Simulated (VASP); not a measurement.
Input of a VASP 6.6.1 run:

File INCAR:

```
SYSTEM = GaN
PREC = Accurate
ENCUT = 600
EDIFF = 1E-7
ISMEAR = 0
SIGMA = 0.01
LREAL = .FALSE.
LASPH = .TRUE.
NELM = 100
ALGO = Normal
ISIF = 3
LWAVE = .FALSE.
LCHARG = .FALSE.
GGA = CA
IBRION = 2
NSW = 100
EDIFFG = -0.002
PSTRESS = 100.0
```

Contents of KPOINTS:

```
Automatic mesh
0
G
  8 8 4
  0 0 0
```

The input POSCAR:

```
GaN
1.0
    3.1518156805      0.0000000000      0.0000000000
   -1.5759078402      2.7295524473      0.0000000000
    0.0000000000      0.0000000000      5.1383988121
Ga N
2 2
Direct
    0.3333333333      0.6666666667     -0.0007048346
    0.6666666667      0.3333333333      0.4992951654
    0.3333333333      0.6666666667      0.3757048346
    0.6666666667      0.3333333333      0.8757048346
```

Potentials or basis: VASP PAW LDA potentials, release 64 (Ga_d, N).

Launch:

```console
$ cat potpaw_LDA.64/Ga_d/POTCAR potpaw_LDA.64/N/POTCAR > POTCAR
$ mpirun -np 1 vasp_std > vasp.out
```

Task: What does it give for the relaxed cell?

Result: a = 3.110 Å, b = 3.110 Å, c = 5.071 Å, α = 90.00°, β = 90.00°, γ = 120.00°.

Task: Estimate the band gap on the k mesh.

Result: 2.41 eV.

Task: Estimate the relaxed volume.

Result: 10.62 Å³/atom.

Final structure:
```cif
data_structure
_symmetry_space_group_name_H-M 'P 1'
_symmetry_Int_Tables_number 1
_cell_length_a 3.1100
_cell_length_b 3.1100
_cell_length_c 5.0707
_cell_angle_alpha 90.000
_cell_angle_beta 90.000
_cell_angle_gamma 120.000
_cell_volume 42.47
loop_
_atom_site_label
_atom_site_type_symbol
_atom_site_fract_x
_atom_site_fract_y
_atom_site_fract_z
_atom_site_occupancy
Ga1 Ga 0.33333 0.66667 0.99938 1
Ga2 Ga 0.66667 0.33333 0.49938 1
N1 N 0.33333 0.66667 0.37562 1
N2 N 0.66667 0.33333 0.87562 1
```

Caveat: the cell is relaxed towards a set pressure, so the run minimises the enthalpy, not the energy. LDA usually gives volumes a few per cent too small.
